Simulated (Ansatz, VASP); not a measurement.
**AgI in VASP and in Ansatz**

```
Ag I
1.0
     0.00000    3.28857    3.28857
     3.28857    0.00000    3.28857
     3.28857    3.28857    0.00000
Ag I
1 1
Direct
  0.00000 0.00000 0.00000
  0.25000 0.25000 0.25000
```

Alike in both runs: task single point; functional r2SCAN; k mesh 4 × 4 × 4; no spin polarisation.

```csv
,VASP,Ansatz
version,VASP 6.6.1,Ansatz 0.2.0
potentials or method,"VASP PAW PBE potentials, release 64 (Ag, I)",plane waves
plane-wave cutoff (eV),550,500
occupations,"gaussian, width 0.01 eV",fixed
valence electrons in the cell,18,36
```

|  | VASP | Ansatz | Ansatz less VASP |
| --- | --- | --- | --- |
| gap on the k mesh at the Fermi level (eV) | 1.79 | 1.82 | +0.032 |
| pressure (GPa) | 0.0 | 0.1 | +0.10 |

VASP's potentials were made for PBE, not for r2SCAN. VASP's potentials hold 18 valence electrons a cell and Ansatz's 36, so a difference there can come from the potentials and not from the codes.

Neither program's run includes spin-orbit coupling.
